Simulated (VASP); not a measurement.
Set up this calculation in VASP 6.6.1, as the native input.

```
Task                   : single point
Functional             : PBE
Potentials or basis    : VASP PAW PBE potentials, release 64 (B, N)
Cutoff                 : 520 eV
k mesh                 : 6 × 6 × 6
Occupations            : gaussian, width 0.2 eV
Spin                   : no spin polarisation
Dipole correction      : no
Further INCAR settings : ALGO = Normal; EDIFF = 1e-07; NBANDS = 22
```

The structure of B4N3 lies in POSCAR:

```
B4N3
1.0
    3.6060215017      0.0000220966     -0.0001889280
    0.0000223915      3.6059383011     -0.0002004370
   -0.0001835236     -0.0001974406      3.6058303181
B N
4 3
Direct
    0.7385607279      0.2614969017      0.7385326129
    0.2615045825      0.7385579640      0.7385244746
    0.7384746287      0.7384798046      0.2615468108
    0.2614353974      0.2614353493      0.2613989205
    0.5000051642      0.5000066360     -0.0000018682
    0.5000049360      0.0000172625      0.4999996018
    0.0000145633      0.5000060820      0.4999994478
```

The input as run:

INCAR

```
SYSTEM = B4N3
PREC = Accurate ; ENCUT = 520
EDIFF = 1E-7 ; ISMEAR = 0
SIGMA = 0.2 ; LREAL = .FALSE.
LASPH = .TRUE. ; NELM = 80
ALGO = Normal ; ISIF = 2
LWAVE = .FALSE. ; LCHARG = .FALSE.
GGA = PE ; NBANDS = 22
```

KPOINTS

```
Automatic mesh
0
G
  6 6 6
  0 0 0
```

Potentials or basis: VASP PAW PBE potentials, release 64 (B, N).

Run with:

```sh
$ cat potpaw_PBE.64/B/POTCAR potpaw_PBE.64/N/POTCAR > POTCAR
$ mpirun -np 1 vasp_std > vasp.out
```

It gave:

- Pressure: 0.2 GPa
- Largest force: 0.007 eV/Å

Wall time 31 s on 1 thread of Intel(R) Xeon(R) 6975P-C (Granite Rapids) (shared host), peak memory 0.18 GiB.
